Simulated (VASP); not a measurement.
Input of a VASP 6.6.1 run:

POSCAR

```
CdS
1.0
    0.0000000000      2.9165000000      2.9165000000
    2.9165000000      0.0000000000      2.9165000000
    2.9165000000      2.9165000000      0.0000000000
Cd S
1 1
Direct
    0.0000000000      0.0000000000      0.0000000000
    0.7500000000      0.7500000000      0.7500000000
```

INCAR.step1

```
SYSTEM = CdS
PREC = Accurate
ENCUT = 520
ISMEAR = -1
SIGMA = 0.05
LREAL = .FALSE.
LASPH = .TRUE.
NELM = 60
NBANDS = 16
GGA = PE
ALGO = Normal
EDIFF = 1E-4
LWAVE = .TRUE.
LCHARG = .FALSE.
```

The input INCAR.step2:

```
SYSTEM = CdS
PREC = Accurate
ENCUT = 520
EDIFF = 1E-7
ISMEAR = -1
SIGMA = 0.05
LREAL = .FALSE.
LASPH = .TRUE.
NELM = 60
ALGO = Normal
ISIF = 2
LWAVE = .FALSE.
LCHARG = .FALSE.
METAGGA = R2SCAN
LMIXTAU = .TRUE.
NBANDS = 16
ISTART = 1
```

File KPOINTS:

```
Automatic mesh
0
G
  8 8 8
  0 0 0
```

Potentials or basis: VASP PAW PBE potentials, release 64 (Cd, S).

Run with:

```console
$ cat potpaw_PBE.64/Cd/POTCAR potpaw_PBE.64/S/POTCAR > POTCAR
$ cp INCAR.step1 INCAR
$ mpirun -np 1 vasp_std > vasp.out
$ cp INCAR.step2 INCAR
$ mpirun -np 1 vasp_std > vasp.out
```

Problem. What does it give for the band gap on the k mesh?

Solution. 1.59 eV, direct.

Problem. What does it give for the pressure?

Solution. 1.8 GPa.

Caveat: the PAW data sets were made with another functional, which shifts forces and pressure a little. r2SCAN opens gaps a little over a GGA but as a rule still falls short of measured ones.
